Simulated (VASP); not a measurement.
# Be (P6_3/mmc) in VASP: a series of runs

The runs below take Be through single point, with r2SCAN.

Everything below comes from runs of VASP 6.6.1. Logs are shortened: lines on timing, memory, paths and dates and some standing lists are left out, and cuts for length are marked.

### 1 The cell of the first run

The structure is hexagonal, space group P6_3/mmc (No. 194). Conventional cell: a = 2.265 Å, b = 2.265 Å, c = 3.561 Å, α = 90.00°, β = 90.00°, γ = 120.00°. Be (site symmetry -6m2) has 12 Be at 2.21 to 2.26 Å within 2.9 Å.

### 2 Single point, r2SCAN

Contents of POSCAR:

```
Be
1.0
    2.2645998697      0.0000000000      0.0000000000
   -1.1322999349      1.9612010165      0.0000000000
    0.0000000000      0.0000000000      3.5612588026
Be
2
Direct
    0.3333333333      0.6666666667      0.2500000000
    0.6666666667      0.3333333333      0.7500000000
```

Contents of INCAR.step1:

```
SYSTEM = Be
ALGO = Normal
EDIFF = 1E-4
ENCUT = 520
GGA = PE
ISMEAR = -1
LASPH = .True.
LCHARG = .False.
LREAL = .False.
LWAVE = .True.
NBANDS = 9
NELM = 60
PREC = Accurate
SIGMA = 0.03
```

Contents of INCAR.step2:

```
SYSTEM = Be
ALGO = Normal
EDIFF = 1E-7
ENCUT = 520
ISIF = 2
ISMEAR = -1
ISTART = 1
LASPH = .True.
LCHARG = .True.
LELF = .True.
LMIXTAU = .True.
LREAL = .False.
LVHAR = .True.
LWAVE = .False.
METAGGA = R2SCAN
NBANDS = 9
NELM = 60
PREC = Accurate
SIGMA = 0.03
```

Contents of KPOINTS:

```
k-points
0
Gamma
  16 16 9
  0 0 0
```

Potentials or basis: VASP PAW PBE potentials, release 64 (Be).

Run with:

```
> cat potpaw_PBE.64/Be/POTCAR > POTCAR
> cp INCAR.step1 INCAR
> mpirun -np 1 vasp_std > vasp.out
> cp INCAR.step2 INCAR
> mpirun -np 1 vasp_std > vasp.out
```

OUTCAR:

```text
SYSTEM = Be
   EDIFF = 1E-7
   ENCUT = 520
   ISIF = 2
   ISMEAR = -1
   ISTART = 1
   LASPH = .True.
   LREAL = .False.
   METAGGA = R2SCAN
   NELM = 60
   PREC = Accurate

 ion  position               nearest neighbor table
   1  0.333  0.667  0.250-   2 2.21   2 2.21   2 2.21   2 2.21   2 2.21   2 2.21
   2  0.667  0.333  0.750-   1 2.21   1 2.21   1 2.21   1 2.21   1 2.21   1 2.21

  LATTYP: Found a hexagonal cell.
 ALAT       =     2.2645998697
 C/A-ratio  =     1.5725775004

  Lattice vectors:

 A1 = (   2.2645998697,   0.0000000000,   0.0000000000)
 A2 = (  -1.1322999349,   1.9612010165,   0.0000000000)
 A3 = (   0.0000000000,   0.0000000000,   3.5612588026)

Analysis of symmetry for initial positions (statically):
=====================================================================
 Subroutine PRICEL returns:
 Original cell was already a primitive cell.

 Routine SETGRP: Setting up the symmetry group for a
 hexagonal supercell.

 Subroutine GETGRP returns: Found 24 space group operations
 (whereof 12 operations were pure point group operations)
 out of a pool of 24 trial point group operations.

The static configuration has the point symmetry D_3d.
 The point group associated with its full space group is D_6h.

Analysis of symmetry for dynamics (positions and initial velocities):
=====================================================================
 Subroutine PRICEL returns:
 Original cell was already a primitive cell.

 Routine SETGRP: Setting up the symmetry group for a
 hexagonal supercell.

 Subroutine GETGRP returns: Found 24 space group operations
 (whereof 12 operations were pure point group operations)
 out of a pool of 24 trial point group operations.

The dynamic configuration has the point symmetry D_3d.
 The point group associated with its full space group is D_6h.

 Subroutine INISYM returns: Found 24 space group operations
 (whereof 12 operations are pure point group operations),
 and found     1 'primitive' translations

----------------------------------------------------------------------------------------

                                     Primitive cell

  volume of cell :      15.8167

  direct lattice vectors                    reciprocal lattice vectors
     2.264599870  0.000000000  0.000000000     0.441579112  0.254945819  0.000000000
    -1.132299935  1.961201017  0.000000000     0.000000000  0.509891639  0.000000000
     0.000000000  0.000000000  3.561258803     0.000000000  0.000000000  0.280799587
[... 83 lines left out ...]
   NELM   =     60;   NELMIN=  2; NELMDL=  0     # of ELM steps
   EDIFF  = 0.1E-06   stopping-criterion for ELM
   LREAL  =      F    real-space projection
   EDIFFG = 0.1E-05   stopping-criterion for IOM
   NSW    =      0    number of steps for IOM
   IBRION =     -1    ionic relax: 0-MD 1-quasi-New 2-CG
   NFREE  =      0    steps in history (QN), initial steepest desc. (CG)
   ISIF   =      2    stress and relaxation
   ISYM   =      2    0-nonsym 1-usesym 2-fastsym
   POTIM  = 0.5000    time-step for ionic-motion
   TEBEG  =    0.0;   TEEND  =   0.0 temperature during run
   PSTRESS=    0.0 pullay stress
   NELECT =       4.0000    total number of electrons
   NUPDOWN=      -1.0000    fix difference up-down
   EMIN   =  10.00;   EMAX   =-10.00  energy-range for DOS
   EFERMI =   0.00;   METHOD = LEGACY
   ISMEAR =    -1;   SIGMA  =   0.03  broadening in eV -4-tet -1-fermi 0-gaus
   EFERMI_NEDOS =   21; number of points for ismear=-14 and -15
   IALGO  =     38    algorithm
   IMIX   =      4    mixing-type and parameters
     AMIX     =   0.40;   BMIX     =  1.00
     AMIX_MAG =   1.60;   BMIX_MAG =  1.00
  volume/ion in A,a.u.               =       7.91        53.37
  Fermi-wavevector in a.u.,A,eV,Ry     =   1.035275  1.956386 14.582651  1.071795
  Thomas-Fermi vector in A             =   2.169611
   LORBIT       =      0    0 simple, 1 ext, 2 COOP (PROOUT), +10 PAW based schemes
   METAGGA = R2SCAN    functional components
   LHFCALC =     F    Hartree Fock is set to
   AEXX    =    0.0000 exact exchange contribution
   IVDW    =     0    specifies the selected vdW correction
   LEPSILON=     F    determine dielectric tensor
   LRPA    =     F    only Hartree local field effects (RPA)
 non-spin polarized calculation
  energy-cutoff  :      520.00
  volume of cell :       15.82
 maximum number of plane-waves:       440
 NGX is ok and might be reduce to    18
   NGX =  9   NGY =  9   NGZ = 13

 number of electron       4.0000000 magnetization

 Free energy of the ion-electron system (eV)
  ---------------------------------------------------
  ext. energy  EPLUGINS =         0.00000000
  ---------------------------------------------------
  free energy    TOTEN  =        -8.68622395 eV

  energy without entropy =       -8.68576859  energy(sigma->0) =       -8.68599627

 E-fermi :   7.1133     XC(G=0): -11.2603

 val. band max:        7.0890370780   @ k =   0.3125   0.1250   0.0000
 cond. band min:       7.1539301984   @ k =   0.2500   0.2500   0.1111
 fundamental gap:      0.0648931204
 Fermi energy:         7.1133437351

 k-point     1 :       0.0000    0.0000    0.0000
  band No.  band energies     occupation
      1      -5.1128      2.00000
      2       2.3881      2.00000
      3       8.2094      0.00000
      4      24.4289      0.00000
      5      24.4289      0.00000
      6      27.4688      0.00000
      7      27.4688      0.00000
      8      29.8343      0.00000
      9      35.5737      0.00000
[... 265 lines left out ...]
 k-point    24 :       0.2500    0.1875    0.0000
  band No.  band energies     occupation
      1      -0.6134      2.00000
      2       8.0922      0.00000
      3       8.2286      0.00000
      4      11.2045      0.00000
      5      15.3037      0.00000
      6      19.8682      0.00000
      7      22.9485      0.00000
      8      24.2572      0.00000
      9      25.0127      0.00000

 [... further k-points ...]
[... 5 lines left out ...]
  --------------------------------------------------------------------------------------
  -------------------------------------------------------------------------------------
  Total        0.0244763      0.0244763      0.0099217     -0.0000000      0.0000000     -0.0000000
  in kB        2.4793560      2.4793560      1.0050279     -0.0000000      0.0000000     -0.0000000
  external PRESSURE =       1.9879133 kB  Pullay stress =       0.0000000 kB

 VOLUME and BASIS-vectors are now :
 -----------------------------------------------------------------------------
  energy-cutoff  :      520.00
  volume of cell :       15.82
      direct lattice vectors                 reciprocal lattice vectors
     2.264599870  0.000000000  0.000000000     0.441579112  0.254945819  0.000000000
    -1.132299935  1.961201017  0.000000000     0.000000000  0.509891639  0.000000000
     0.000000000  0.000000000  3.561258803     0.000000000  0.000000000  0.280799587

 POSITION                                       TOTAL-FORCE (eV/Angst)
 -----------------------------------------------------------------------------------
     -0.00000      1.30747      0.89031         0.000000     -0.000000      0.000000
      1.13230      0.65373      2.67094        -0.000000      0.000000      0.000000
 -----------------------------------------------------------------------------------
    total drift:                                0.000000     -0.000000      0.000000

  FREE ENERGIE OF THE ION-ELECTRON SYSTEM (eV)
  ---------------------------------------------------
  free  energy   TOTEN  =        -8.6862239492 eV

  energy  without entropy=       -8.6857685864  energy(sigma->0) =       -8.68599627
```

OSZICAR.step1:

```text
N       E                     dE             d eps       ncg     rms          rms(c)
DAV:   1    -0.273987786880E+01   -0.27399E+01   -0.17632E+03  2724   0.364E+02
DAV:   2    -0.755179307767E+01   -0.48119E+01   -0.46892E+01  4063   0.544E+01
DAV:   3    -0.760295066859E+01   -0.51158E-01   -0.51016E-01  3092   0.380E+00
DAV:   4    -0.760302330657E+01   -0.72638E-04   -0.72636E-04  3362   0.151E-01
DAV:   5    -0.760302335058E+01   -0.44011E-07   -0.43832E-07  2928   0.361E-03    0.121E+00
DAV:   6    -0.755695923406E+01    0.46064E-01   -0.59865E-03  3001   0.774E-01    0.744E-01
DAV:   7    -0.753857526946E+01    0.18384E-01   -0.65144E-03  2921   0.806E-01    0.275E-02
DAV:   8    -0.753855309188E+01    0.22178E-04   -0.15131E-05  2642   0.322E-02
   1 F= -.75385531E+01 E0= -.75383258E+01  d E =-.454649E-03
```

Run time: 92 s. Hardware: 1 thread of Intel Xeon Platinum 8259CL at 2.50GHz (Skylake/Cascade Lake), shared host; peak memory 0.13 GiB.

What came out:

| Property | Result |
| --- | --- |
| Free energy | -8.6862 eV |
| Pressure | 0.2 GPa |
| Band gap on the k mesh | zero (band 2 reaches 8.09 eV, above the bottom of band 3 at 6.39 eV) |

Levels at points of the mesh, in eV from the Fermi level:
```
           k point  band 1  band 2  band 3  band 4  band 5
(0.00, 0.00, 0.00)  -12.23   -4.73    1.10   17.32   17.32
(0.50, 0.00, 0.00)   -5.39   -3.36    3.94    6.80    7.23
```

Caveat: the PAW data sets were made with another functional, which shifts forces and pressure a little.

### 3 Single point, r2SCAN

POSCAR is that of step 2.

Contents of INCAR.step1:

```
SYSTEM = Be
  ALGO = Normal
  EDIFF = 1E-4
  ENCUT = 520
  GGA = PE
  ISMEAR = -1
  LASPH = .TRUE.
  LCHARG = .FALSE.
  LREAL = .FALSE.
  LWAVE = .TRUE.
  NBANDS = 9
  NELM = 80
  PREC = Accurate
  SIGMA = 0.2
```

Contents of INCAR.step2:

```
SYSTEM = Be
  ALGO = Normal
  EDIFF = 1E-6
  ENCUT = 520
  ISIF = 2
  ISMEAR = -1
  ISTART = 1
  LASPH = .TRUE.
  LCHARG = .FALSE.
  LMIXTAU = .TRUE.
  LREAL = .FALSE.
  LWAVE = .FALSE.
  METAGGA = R2SCAN
  NBANDS = 9
  NELM = 80
  PREC = Accurate
  SIGMA = 0.2
```

Contents of KPOINTS:

```
k-points
0
G
  16 16 9
  0 0 0
```

Potentials or basis: VASP PAW PBE potentials, release 64 (Be).

Run with:

```
> cat potpaw_PBE.64/Be/POTCAR > POTCAR
> cp INCAR.step1 INCAR
> mpirun -np 1 vasp_std > vasp.out
> cp INCAR.step2 INCAR
> mpirun -np 1 vasp_std > vasp.out
```

It took 72 s on 1 thread of Intel Xeon Platinum 8259CL at 2.50GHz (Skylake/Cascade Lake), shared host; peak memory 0.13 GiB.

Results (log left out):

```
Free energy            : -8.6927 eV
Pressure               : 0.2 GPa
Band gap on the k mesh : zero (band 2 reaches 8.09 eV, above the bottom of band 3 at 6.39 eV)
```

Stress tensor (GPa, compression positive):
```
0.12 0.00 0.00
0.00 0.12 0.00
0.00 0.00 0.44
```

Levels at points of the mesh, in eV from the Fermi level:
| k point | band 1 | band 2 | band 3 | band 4 | band 5 |
| --- | --- | --- | --- | --- | --- |
| (0.00, 0.00, 0.00) | -12.23 | -4.73 | 1.09 | 17.31 | 17.31 |
| (0.50, 0.00, 0.00) | -5.39 | -3.37 | 3.94 | 6.79 | 7.23 |

Caveat: the PAW data sets were made with another functional, which shifts forces and pressure a little.

### 4 Single point, r2SCAN

POSCAR is that of step 3.

Contents of INCAR.step1:

```
SYSTEM = Be
PREC     = Accurate       ! precision mode
ENCUT    = 520            ! plane-wave cutoff, eV
ISMEAR   = -1             ! smearing method
SIGMA    = 0.3            ! smearing width, eV
LREAL    = .False.        ! projectors in reciprocal space
LASPH    = .True.         ! aspherical terms in the spheres
NELM     = 80             ! most SCF steps
NBANDS   = 9              ! bands
GGA      = PE             ! functional
ALGO     = Normal         ! electronic algorithm
EDIFF    = 1E-4           ! SCF threshold, eV
LWAVE    = .True.         ! write WAVECAR
LCHARG   = .False.        ! write CHGCAR
```

Contents of INCAR.step2:

```
SYSTEM = Be
PREC     = Accurate       ! precision mode
ENCUT    = 520            ! plane-wave cutoff, eV
EDIFF    = 1E-7           ! SCF threshold, eV
ISMEAR   = -1             ! smearing method
SIGMA    = 0.3            ! smearing width, eV
LREAL    = .False.        ! projectors in reciprocal space
LASPH    = .True.         ! aspherical terms in the spheres
NELM     = 80             ! most SCF steps
ALGO     = Normal         ! electronic algorithm
ISIF     = 2              ! what is computed and relaxed
LWAVE    = .False.        ! write WAVECAR
LCHARG   = .True.         ! write CHGCAR
METAGGA  = R2SCAN         ! meta-GGA
LMIXTAU  = .True.       
LELF     = .True.         ! ELF
LVHAR    = .True.       
NBANDS   = 9              ! bands
ISTART   = 1
```

Contents of KPOINTS:

```
regular mesh
0
Gamma
  16 16 9
  0 0 0
```

Potentials or basis: VASP PAW PBE potentials, release 64 (Be).

Run with:

```
> cat potpaw_PBE.64/Be/POTCAR > POTCAR
> cp INCAR.step1 INCAR
> mpirun -np 1 vasp_std > vasp.out
> cp INCAR.step2 INCAR
> mpirun -np 1 vasp_std > vasp.out
```

OUTCAR:

```text
SYSTEM = Be
   PREC = Accurate
   ENCUT = 520
   EDIFF = 1E-7
   ISMEAR = -1
   LREAL = .False.
   LASPH = .True.
   NELM = 80
   ISIF = 2
   METAGGA = R2SCAN
   ISTART = 1

 ion  position               nearest neighbor table
   1  0.333  0.667  0.250-   2 2.21   2 2.21   2 2.21   2 2.21   2 2.21   2 2.21
   2  0.667  0.333  0.750-   1 2.21   1 2.21   1 2.21   1 2.21   1 2.21   1 2.21

  LATTYP: Found a hexagonal cell.
 ALAT       =     2.2645998697
 C/A-ratio  =     1.5725775004

  Lattice vectors:

[... 467 lines left out ...]
      3       8.2283      0.05456
      4      11.2046      0.00000
      5      15.3040      0.00000
      6      19.8677      0.00000
      7      22.9487      0.00000
      8      24.2575      0.00000
      9      25.0129      0.00000

 [... further k-points ...]
[... 5 lines left out ...]
  --------------------------------------------------------------------------------------
  -------------------------------------------------------------------------------------
  Total        0.0165829      0.0165829      0.0743263     -0.0000000      0.0000000      0.0000000
  in kB        1.6797880      1.6797880      7.5289777     -0.0000000      0.0000000      0.0000000
  external PRESSURE =       3.6295179 kB  Pullay stress =       0.0000000 kB

 VOLUME and BASIS-vectors are now :
 -----------------------------------------------------------------------------
  energy-cutoff  :      520.00
  volume of cell :       15.82
      direct lattice vectors                 reciprocal lattice vectors
     2.264599870  0.000000000  0.000000000     0.441579112  0.254945819  0.000000000
    -1.132299935  1.961201017  0.000000000     0.000000000  0.509891639  0.000000000
     0.000000000  0.000000000  3.561258803     0.000000000  0.000000000  0.280799587

 POSITION                                       TOTAL-FORCE (eV/Angst)
 -----------------------------------------------------------------------------------
     -0.00000      1.30747      0.89031        -0.000000      0.000000      0.000000
      1.13230      0.65373      2.67094         0.000000     -0.000000      0.000000
 -----------------------------------------------------------------------------------
    total drift:                                0.000000     -0.000000      0.000000

  FREE ENERGIE OF THE ION-ELECTRON SYSTEM (eV)
  ---------------------------------------------------
  free  energy   TOTEN  =        -8.7036643029 eV

  energy  without entropy=       -8.6586119557  energy(sigma->0) =       -8.68113813
```

OUTCAR.step1:

```text
SYSTEM = Be
   PREC = Accurate
   ENCUT = 520
   ISMEAR = -1
   LREAL = .False.
   LASPH = .True.
[... 512 lines left out ...]
     -0.00000      1.30747      0.89031         0.000000     -0.000000      0.000000
      1.13230      0.65373      2.67094        -0.000000      0.000000      0.000000
 -----------------------------------------------------------------------------------
    total drift:                                0.000000     -0.000000      0.000000

  FREE ENERGIE OF THE ION-ELECTRON SYSTEM (eV)
  ---------------------------------------------------
  free  energy   TOTEN  =        -7.5574999008 eV

  energy  without entropy=       -7.5081391540  energy(sigma->0) =       -7.53281953
```

Wall time 86 s (1 thread of Intel Xeon Platinum 8259CL at 2.50GHz (Skylake/Cascade Lake), shared host); peak memory 0.13 GiB.

Results:

| Property | Result |
| --- | --- |
| Free energy | -8.7037 eV |
| Pressure | 0.4 GPa |
| Band gap on the k mesh | zero (band 2 reaches 8.09 eV, above the bottom of band 3 at 6.39 eV) |

Stress tensor (GPa, compression positive):
```
0.17 0.00 0.00
0.00 0.17 0.00
0.00 0.00 0.75
```

Caveat: the PAW data sets were made with another functional, which shifts forces and pressure a little.

### 5 The runs side by side

```tsv
smearing	gap on the mesh (eV)	pressure (GPa)
fermi-dirac 0.03 eV	none	0.2
fermi-dirac 0.2 eV	none	0.2
fermi-dirac 0.3 eV	none	0.4
```

Alike in all rows: task single point; level r2SCAN; potentials or basis VASP PAW PBE potentials, release 64 (Be); no spin polarisation; cell as given; k mesh 16 × 16 × 9; cutoff (eV) 520.

Every run on the cell as given and a fine mesh finds a metal.

Caveats: the PAW data sets were made with another functional, which shifts forces and pressure a little.

Absolute energies hang on the potentials; compare differences alone.
